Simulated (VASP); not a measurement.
Wanted: the native input for a VASP 6.6.1 run.

```
Task                   : single point
Functional             : PBE
Potentials or basis    : VASP PAW PBE potentials, release 64 (Sn_d, Te)
Cutoff                 : 520 eV
k mesh                 : 9 × 9 × 5
Occupations            : fermi-dirac, width 0.05 eV
Spin                   : no spin polarisation
Dipole correction      : no
Further INCAR settings : ALGO = Normal; EDIFF = 1e-07; NBANDS = 28
```

The structure of SnTe lies in POSCAR:

```
SnTe
1.0
    4.8762324132      0.0000000000      0.0000000000
   -2.4381162066      4.2229411446      0.0000000000
    0.0000000000      0.0000000000      5.8450541688
Sn Te
2 2
Direct
    0.3333333333      0.6666666667     -0.0620019082
    0.6666666667      0.3333333333      0.4379980918
    0.3333333333      0.6666666667      0.4380019082
    0.6666666667      0.3333333333      0.9380019082
```

One way to write it, as run:

INCAR

```
SYSTEM = SnTe
PREC = Accurate
ENCUT = 520
EDIFF = 1E-7
ISMEAR = -1
SIGMA = 0.05
LREAL = .FALSE.
LASPH = .TRUE.
NELM = 60
ALGO = Normal
ISIF = 2
LWAVE = .FALSE.
LCHARG = .FALSE.
GGA = PE
NBANDS = 28
```

KPOINTS

```
Automatic mesh
0
G
  9 9 5
  0 0 0
```

Potentials or basis: VASP PAW PBE potentials, release 64 (Sn_d, Te).

Launch:

```sh
$ cat potpaw_PBE.64/Sn_d/POTCAR potpaw_PBE.64/Te/POTCAR > POTCAR
$ mpirun -np 1 vasp_std > vasp.out
```

It gave:

- Pressure: 17.6 GPa
- Band gap on the k mesh: zero (bands 20 and 21 overlap by 0.21 eV)

Caveat: the cell stands under pressure; semilocal functionals underestimate gaps, and a narrow one can read as zero; spin-orbit coupling is left out, which moves the levels of the heavy elements.

Run time: 3.2 min on 1 thread of Intel Xeon 8259CL (shared host), peak memory 0.31 GiB.
